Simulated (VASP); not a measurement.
# Mn (P6_3/mmc) in VASP: notebook

The runs below take Mn through single point, with PBE.

Program: VASP 6.6.1. These are calculated values, not measurements. Logs are shortened: lines on timing, memory, paths and dates and some standing lists are left out, and cuts for length are marked.

### 1 The cell of the first run

It takes space group P6_3/mmc (No. 194, hexagonal). The conventional cell has a = 2.486 Å, b = 2.486 Å, c = 8.031 Å, α = 90.00°, β = 90.00°, γ = 120.00°. Within 3.3 Å of Mn (site symmetry -3m) lie 12 Mn at 2.47 to 2.49 Å. Within 3.3 Å of Mn (site symmetry -6m2) lie 12 Mn at 2.47 to 2.49 Å.

This isn't the form of Mn at room conditions, which is a 58-atom cubic cell.

### 2 Single point, PBE, collinear spin, ferromagnetic start

INCAR

```
PREC     = Accurate       # precision mode
ENCUT    = 500            # plane-wave cutoff, eV
EDIFF    = 1E-6           # SCF threshold, eV
ISMEAR   = -1             # smearing method
SIGMA    = 0.05           # smearing width, eV
LREAL    = False          # projectors in reciprocal space
LASPH    = True           # aspherical terms in the spheres
NELM     = 200            # most SCF steps
ALGO     = Normal         # electronic algorithm
ISIF     = 2              # what is computed and relaxed
LWAVE    = False          # write WAVECAR
LCHARG   = False          # write CHGCAR
ISPIN    = 2              # spin polarisation
MAGMOM   = 3 3 3 3        # initial moments
LORBIT   = 11             # projections on sites
LMAXMIX  = 4              # l up to which the mixer works
GGA      = PE             # functional
NBANDS   = 38             # bands
GGA_COMPAT= False
```

KPOINTS

```
Automatic mesh
0
Gamma
  14 14 4
```

POSCAR

```
Mn
1.0
    2.4857737871      0.0000000000      0.0000000000
   -1.2428868935      2.1527432477      0.0000000000
    0.0000000000      0.0000000000      8.0309848956
Mn
4
Direct
    1.0000000000      0.0000000000      0.0000000000
    1.0000000000      0.0000000000      0.5000000000
    0.3333333333      0.6666666667      0.2500000000
    0.6666666667      0.3333333333      0.7500000000
```

Potentials or basis: VASP PAW PBE potentials, release 64 (Mn_pv).

Launch:

```sh
cat potpaw_PBE.64/Mn_pv/POTCAR > POTCAR
mpirun -np 1 vasp_std > vasp.out
```

OUTCAR:

```text
PREC = Accurate
   ENCUT = 500
   EDIFF = 1E-6
   ISMEAR = -1
   LREAL = False
   LASPH = True
   NELM = 200
   ISIF = 2
   ISPIN = 2
   LORBIT = 11
   GGA = PE

 ion  position               nearest neighbor table
   1  0.000  0.000  0.000-   3 2.47   4 2.47   3 2.47   4 2.47   4 2.47   3 2.47
   2  0.000  0.000  0.500-   3 2.47   4 2.47   3 2.47   4 2.47   4 2.47   3 2.47
   3  0.333  0.667  0.250-   1 2.47   2 2.47   1 2.47   2 2.47   1 2.47   2 2.47
   4  0.667  0.333  0.750-   1 2.47   2 2.47   1 2.47   2 2.47   1 2.47   2 2.47

  LATTYP: Found a hexagonal cell.
 ALAT       =     2.4857737871
 C/A-ratio  =     3.2307786562

  Lattice vectors:

 A1 = (   2.4857737871,   0.0000000000,   0.0000000000)
 A2 = (  -1.2428868935,   2.1527432477,   0.0000000000)
 A3 = (   0.0000000000,   0.0000000000,   8.0309848956)

Analysis of symmetry for initial positions (statically):
=====================================================================
 Subroutine PRICEL returns:
 Original cell was already a primitive cell.

 Routine SETGRP: Setting up the symmetry group for a
 hexagonal supercell.

 Subroutine GETGRP returns: Found 24 space group operations
 (whereof 12 operations were pure point group operations)
 out of a pool of 24 trial point group operations.

The static configuration has the point symmetry D_3d.
 The point group associated with its full space group is D_6h.

Analysis of symmetry for dynamics (positions and initial velocities):
=====================================================================
 Subroutine PRICEL returns:
 Original cell was already a primitive cell.

 Routine SETGRP: Setting up the symmetry group for a
 hexagonal supercell.

 Subroutine GETGRP returns: Found 24 space group operations
 (whereof 12 operations were pure point group operations)
 out of a pool of 24 trial point group operations.

The dynamic configuration has the point symmetry D_3d.
 The point group associated with its full space group is D_6h.

Analysis of structural, dynamic, and magnetic symmetry:
=====================================================================
 Subroutine PRICEL returns:
 Original cell was already a primitive cell.

 Routine SETGRP: Setting up the symmetry group for a
 hexagonal supercell.

 Subroutine GETGRP returns: Found 24 space group operations
 (whereof 12 operations were pure point group operations)
 out of a pool of 24 trial point group operations.

The overall configuration has the point symmetry D_3d.
 The point group associated with its full space group is D_6h.

 Subroutine INISYM returns: Found 24 space group operations
 (whereof 12 operations are pure point group operations),
 and found     1 'primitive' translations

----------------------------------------------------------------------------------------

                                     Primitive cell

  volume of cell :      42.9757

  direct lattice vectors                    reciprocal lattice vectors
     2.485773787  0.000000000  0.000000000     0.402289221  0.232261790  0.000000000
    -1.242886893  2.152743248  0.000000000     0.000000000  0.464523580  0.000000000
     0.000000000  0.000000000  8.030984896     0.000000000  0.000000000  0.124517729

  length of vectors
     2.485773787  2.485773787  8.030984896     0.464523580  0.464523580  0.124517729

  position of ions in fractional coordinates (direct lattice)
     0.000000000  0.000000000  0.000000000
     0.000000000  0.000000000  0.500000000
     0.333333333  0.666666667  0.250000000
     0.666666667  0.333333333  0.750000000

  ion indices of the primitive-cell ions
   primitive index   ion index
                 1           1
                 2           2
                 3           3
                 4           4

----------------------------------------------------------------------------------------

 KPOINTS: Automatic mesh

Automatic generation of k-mesh.
 Grid dimensions read from file:
 generate k-points for:   14   14    4

 Generating k-lattice:

  Cartesian coordinates                     Fractional coordinates (reciprocal lattice)
     0.028734944  0.016590128  0.000000000     0.071428571 -0.000000000  0.000000000
     0.000000000  0.033180256  0.000000000     0.000000000  0.071428571  0.000000000
     0.000000000  0.000000000  0.031129432     0.000000000  0.000000000  0.250000000

  Length of vectors
     0.033180256  0.033180256  0.031129432

  Shift w.r.t. Gamma in fractional coordinates (k-lattice)
     0.000000000  0.000000000  0.000000000

 Subroutine IBZKPT returns following result:
 ===========================================

 Found     72 irreducible k-points:

 Following reciprocal coordinates:
            Coordinates               Weight
  0.000000  0.000000  0.000000      1.000000
  0.071429  0.000000  0.000000      6.000000
  0.142857  0.000000  0.000000      6.000000
  0.214286 -0.000000  0.000000      6.000000
  0.285714  0.000000  0.000000      6.000000
  0.357143  0.000000  0.000000      6.000000
[... 16 lines left out ...]
  0.285714  0.285714  0.000000      6.000000
  0.357143  0.285714  0.000000      6.000000
 [... further k-points ...]
   k-points           NKPTS =     72   k-points in BZ     NKDIM =     72   number of bands    NBANDS=     38
   number of dos      NEDOS =    301   number of ions     NIONS =      4
   total plane-waves  NPLWV =  19440
   dimension x,y,z NGX =    18 NGY =   18 NGZ =   60
   dimension x,y,z NGXF=    36 NGYF=   36 NGZF=  120
   ions per type =               4
   NGX,Y,Z   is equivalent  to a cutoff of  12.04, 12.04, 12.42 a.u.
   NGXF,Y,Z  is equivalent  to a cutoff of  24.08, 24.08, 24.84 a.u.
 SYSTEM =  unknown system
   PREC   = accura    normal or accurate (medium, high low for compatibility)
   ISTART =      0    job   : 0-new  1-cont  2-samecut
   ICHARG =      2    charge: 1-file 2-atom 10-const
   ISPIN  =      2    spin polarized calculation?
   LNONCOLLINEAR =      F non collinear calculations
   LSORBIT =      F    spin-orbit coupling
   LASPH  =      T    aspherical Exc in radial PAW
   ENCUT  =  500.0 eV  36.75 Ry    6.06 a.u.   4.53  4.53 14.64*2*pi/ulx,y,z
   NELM   =    200;   NELMIN=  2; NELMDL= -5     # of ELM steps
   EDIFF  = 0.1E-05   stopping-criterion for ELM
   LREAL  =      F    real-space projection
[... 7 lines left out ...]
   TEBEG  =    0.0;   TEEND  =   0.0 temperature during run
   PSTRESS=    0.0 pullay stress
   NELECT =      52.0000    total number of electrons
   NUPDOWN=      -1.0000    fix difference up-down
   EMIN   =  10.00;   EMAX   =-10.00  energy-range for DOS
   EFERMI =   0.00;   METHOD = LEGACY
   ISMEAR =    -1;   SIGMA  =   0.05  broadening in eV -4-tet -1-fermi 0-gaus
   EFERMI_NEDOS =   21; number of points for ismear=-14 and -15
   IALGO  =     38    algorithm
   IMIX   =      4    mixing-type and parameters
     AMIX     =   0.40;   BMIX     =  1.00
     AMIX_MAG =   1.60;   BMIX_MAG =  1.00
  volume/ion in A,a.u.               =      10.74        72.50
  Fermi-wavevector in a.u.,A,eV,Ry     =   1.744490  3.296607 41.405850  3.043244
  Thomas-Fermi vector in A             =   2.816360
   LORBIT       =     11    0 simple, 1 ext, 2 COOP (PROOUT), +10 PAW based schemes
   GGA     = PE    functional components
   LHFCALC =     F    Hartree Fock is set to
   AEXX    =    0.0000 exact exchange contribution
   IVDW    =     0    specifies the selected vdW correction
   LEPSILON=     F    determine dielectric tensor
   LRPA    =     F    only Hartree local field effects (RPA)
 spin polarized calculation
  energy-cutoff  :      500.00
  volume of cell :       42.98
 maximum number of plane-waves:      1115
   NGX =  9   NGY =  9   NGZ = 29

 number of electron      52.0000046 magnetization       0.0002590

 number of electron      52.0000046 magnetization      -0.0000841

 Free energy of the ion-electron system (eV)
  ---------------------------------------------------
  ext. energy  EPLUGINS =         0.00000000
  ---------------------------------------------------
  free energy    TOTEN  =       -35.79844508 eV

  energy without entropy =      -35.75715749  energy(sigma->0) =      -35.77780128

 E-fermi :  10.4390     XC(G=0): -14.0211

 val. band max:       10.4383618891   @ k =   0.0714   0.0714   0.0000
 cond. band min:      10.4394306332   @ k =   0.1429   0.0714   0.0000
 fundamental gap:      0.0010687440
 Fermi energy:        10.4390044605

 spin component 1

 k-point     1 :       0.0000    0.0000    0.0000
  band No.  band energies     occupation
      1     -37.9188      1.00000
      2     -37.5738      1.00000
      3     -37.4953      1.00000
      4     -37.2438      1.00000
      5     -37.2438      1.00000
      6     -37.1964      1.00000
[... 30 lines left out ...]
     37      19.6881      0.00000
     38      27.0787      0.00000
[... 941 lines left out ...]
     37      18.8334      0.00000
     38      19.7583      0.00000

 [... further k-points ...]

 spin component 2

 k-point     1 :       0.0000    0.0000    0.0000
  band No.  band energies     occupation
      1     -37.9189      1.00000
      2     -37.5740      1.00000
      3     -37.4952      1.00000
      4     -37.2438      1.00000
      5     -37.2438      1.00000
      6     -37.1964      1.00000
[... 30 lines left out ...]
     37      19.6881      0.00000
     38      27.0787      0.00000
[... 941 lines left out ...]
     37      18.8334      0.00000
     38      19.7583      0.00000

 [... further k-points ...]

------------------------ aborting loop because EDIFF is reached ----------------------------------------

  FORCE on cell =-STRESS in cart. coord.  units (eV):
  Direction    XX          YY          ZZ          XY          YZ          ZX
  --------------------------------------------------------------------------------------
  -------------------------------------------------------------------------------------
  Total       -0.2888496     -0.2888496     -0.4073445     -0.0000000      0.0000000      0.0000000
  in kB      -10.7686102    -10.7686102    -15.1862244     -0.0000000      0.0000000      0.0000000
  external PRESSURE =     -12.2411483 kB  Pullay stress =       0.0000000 kB

 VOLUME and BASIS-vectors are now :
 -----------------------------------------------------------------------------
  energy-cutoff  :      500.00
  volume of cell :       42.98
      direct lattice vectors                 reciprocal lattice vectors
     2.485773787  0.000000000  0.000000000     0.402289221  0.232261790  0.000000000
    -1.242886893  2.152743248  0.000000000     0.000000000  0.464523580  0.000000000
     0.000000000  0.000000000  8.030984896     0.000000000  0.000000000  0.124517729

 POSITION                                       TOTAL-FORCE (eV/Angst)
 -----------------------------------------------------------------------------------
      0.00000      0.00000      0.00000        -0.000000      0.000000     -0.000000
      0.00000      0.00000      4.01549        -0.000000      0.000000     -0.000000
     -0.00000      1.43516      2.00775        -0.000000      0.000000     -0.000000
      1.24289      0.71758      6.02324         0.000000     -0.000000      0.000000
 -----------------------------------------------------------------------------------
    total drift:                                0.000000     -0.000000      0.000000

  FREE ENERGIE OF THE ION-ELECTRON SYSTEM (eV)
  ---------------------------------------------------
  free  energy   TOTEN  =       -35.7984450768 eV

  energy  without entropy=      -35.7571574885  energy(sigma->0) =      -35.77780128

 total charge

# of ion       s       p       d       tot
------------------------------------------
    1        0.427   6.400   5.163  11.990
    2        0.427   6.400   5.163  11.990
    3        0.427   6.401   5.151  11.979
    4        0.427   6.401   5.151  11.979
--------------------------------------------------
tot          1.708  25.602  20.628  47.938

 magnetization (x)

# of ion       s       p       d       tot
------------------------------------------
    1        0.000   0.000   0.000   0.000
    2        0.000   0.000   0.000   0.000
    3       -0.000  -0.000  -0.000  -0.000
    4       -0.000  -0.000  -0.000  -0.000
--------------------------------------------------
tot          0.000   0.000  -0.000  -0.000
```

Wall time 3 min (1 thread of Oxide Virtual Turin-like, shared host); peak memory 0.23 GiB.

What came out:

```
Free energy                                           : -35.7984 eV
Pressure                                              : -1.2 GPa
Band gap on the k mesh                                : zero (filled and empty bands overlap)
Net moment                                            : 0.00 μB per cell
Valence electrons inside the program's atomic spheres : Mn 11.99, 11.98 (each value once)
```

Levels at points of the mesh, in eV from the Fermi level:
Spin up:
```csv
k point,band 23,band 24,band 25,band 26,band 27,band 28,band 29,band 30
"(0.00, 0.00, 0.00)",-1.02,-0.76,-0.76,-0.70,-0.70,0.24,0.24,0.69
"(0.50, 0.00, 0.00)",-0.56,0.11,0.12,1.33,1.74,1.75,1.83,1.86
"(0.00, 0.00, 0.50)",-0.90,-0.90,-0.90,-0.90,-0.71,-0.71,0.50,0.50
"(0.50, 0.00, 0.50)",-0.43,-0.43,0.22,0.22,1.28,1.28,1.78,1.78
```
Spin down:
```csv
k point,band 23,band 24,band 25,band 26,band 27,band 28,band 29,band 30
"(0.00, 0.00, 0.00)",-1.02,-0.76,-0.76,-0.70,-0.70,0.24,0.24,0.69
"(0.50, 0.00, 0.00)",-0.56,0.11,0.12,1.33,1.74,1.75,1.83,1.86
"(0.00, 0.00, 0.50)",-0.90,-0.90,-0.90,-0.90,-0.71,-0.71,0.50,0.50
"(0.50, 0.00, 0.50)",-0.43,-0.43,0.22,0.22,1.28,1.28,1.78,1.78
```

Caveat: the moments typed at the start vanished in this run.

### 3 Single point, PBE, collinear spin, ferrimagnetic start (9.42 Å³/atom)

This run uses another cell than the first one, of 9.42 Å³/atom.

INCAR

```
SYSTEM = Mn
PREC = Accurate
ENCUT = 500
EDIFF = 1E-6
ISMEAR = -1
SIGMA = 0.05
LREAL = .FALSE.
LASPH = .TRUE.
NELM = 200
ALGO = Normal
ISIF = 2
LWAVE = .FALSE.
LCHARG = .FALSE.
ISPIN = 2
MAGMOM = 0.366 0.366 -0.316 -0.316
LORBIT = 11
LMAXMIX = 4
GGA = PE
NBANDS = 38
GGA_COMPAT = .FALSE.
```

KPOINTS

```
regular mesh
0
G
  16 16 5
  0 0 0
```

POSCAR

```
Mn
1.0
    2.3800629820      0.0000000000      0.0000000000
   -1.1900314910      2.0611950051      0.0000000000
    0.0000000000      0.0000000000      7.6819794734
Mn
4
Direct
    1.0000000000      1.0000000000      1.0000000000
    1.0000000000      1.0000000000      0.5000000000
    0.3333333333      0.6666666667      0.2500000000
    0.6666666667      0.3333333333      0.7500000000
```

Potentials or basis: VASP PAW PBE potentials, release 64 (Mn_pv).

Launch:

```sh
cat potpaw_PBE.64/Mn_pv/POTCAR > POTCAR
mpirun -np 1 vasp_std > vasp.out
```

Run time: 2.7 min. Hardware: 1 thread of Oxide Virtual Turin-like, shared host; peak memory 0.24 GiB.

It converged, with:

* Free energy: -35.1179 eV
* Pressure: 47.5 GPa
* Band gap on the k mesh: zero (filled and empty bands overlap)
* Net moment: 0.00 μB per cell
* Valence electrons inside the program's atomic spheres: Mn 12.29, 12.28 (each value once)

Stress tensor (GPa, compression positive):
```
47.38  0.00  0.00
 0.00 47.38  0.00
 0.00  0.00 47.64
```

Levels at points of the mesh, in eV from the Fermi level:
Spin up:
| k point | band 22 | band 23 | band 24 | band 25 | band 26 | band 27 | band 28 | band 29 | band 30 | band 31 |
| --- | --- | --- | --- | --- | --- | --- | --- | --- | --- | --- |
| (0.00, 0.00, 0.00) | -1.42 | -1.22 | -0.94 | -0.94 | -0.85 | -0.85 | 0.29 | 0.29 | 0.82 | 0.82 |
| (0.50, 0.00, 0.00) | -1.53 | -0.63 | 0.12 | 0.13 | 1.65 | 2.11 | 2.12 | 2.22 | 2.25 | 2.38 |
Spin down:
```tsv
k point	band 22	band 23	band 24	band 25	band 26	band 27	band 28	band 29	band 30	band 31
(0.00, 0.00, 0.00)	-1.42	-1.22	-0.94	-0.94	-0.85	-0.85	0.29	0.29	0.82	0.82
(0.50, 0.00, 0.00)	-1.53	-0.63	0.12	0.13	1.65	2.11	2.12	2.22	2.25	2.38
```

Caveat: the cell stands under pressure.
